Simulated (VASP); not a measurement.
Ta2Sn3: single point with PBE

Crystal: Ta2Sn3.

```
CELL_PARAMETERS angstrom
4.89456 0.00000 0.00000
-2.44728 4.23882 0.00000
0.00000 0.00000 5.73396
ATOMIC_POSITIONS crystal
Ta 0.66667 0.33333 0.90568
Ta 0.33333 0.66667 0.09432
Sn 0.00000 0.00000 0.00000
Sn 0.66667 0.33333 0.39278
Sn 0.33333 0.66667 0.60722
```

```json
{
 "Program": "VASP 6.6.1",
 "Task": "single point",
 "Functional": "PBE",
 "Potentials or basis": "VASP PAW PBE potentials, release 64 (Ta_pv, Sn_d)",
 "Cutoff": "520 eV",
 "k mesh": "6 × 6 × 6",
 "Occupations": "gaussian, width 0.1 eV",
 "Spin": "no spin polarisation",
 "Dipole correction": "no",
 "Further INCAR settings": "ALGO = Fast; EDIFF = 1e-06; NBANDS = 40"
}
```

The pressure is 0.0 GPa and the band gap on the k mesh is zero (bands 32 and 33 overlap by 0.38 eV).

Levels at points of the mesh, in eV from the Fermi level:
| k point | band 28 | band 29 | band 30 | band 31 | band 32 | band 33 | band 34 | band 35 | band 36 | band 37 |
| --- | --- | --- | --- | --- | --- | --- | --- | --- | --- | --- |
| (0.00, 0.00, 0.00) | -1.88 | -1.88 | -0.77 | -0.77 | -0.23 | 0.23 | 0.23 | 1.85 | 2.65 | 2.78 |
| (0.50, 0.00, 0.00) | -2.62 | -1.64 | -1.52 | -1.07 | -0.81 | -0.02 | 0.22 | 1.90 | 2.06 | 2.21 |
| (0.00, 0.00, 0.50) | -1.95 | -1.63 | -1.63 | -1.42 | -1.42 | 0.56 | 1.70 | 1.70 | 2.33 | 2.79 |
| (0.50, 0.00, 0.50) | -2.45 | -2.16 | -1.37 | -1.34 | -1.05 | 1.34 | 1.46 | 1.55 | 1.91 | 2.61 |

It took 110 s on 1 thread of Intel(R) Xeon(R) 6975P-C (Granite Rapids) (shared host), peak memory 0.31 GiB.

Caveat: spin-orbit coupling is left out, which moves the levels of the heavy elements.
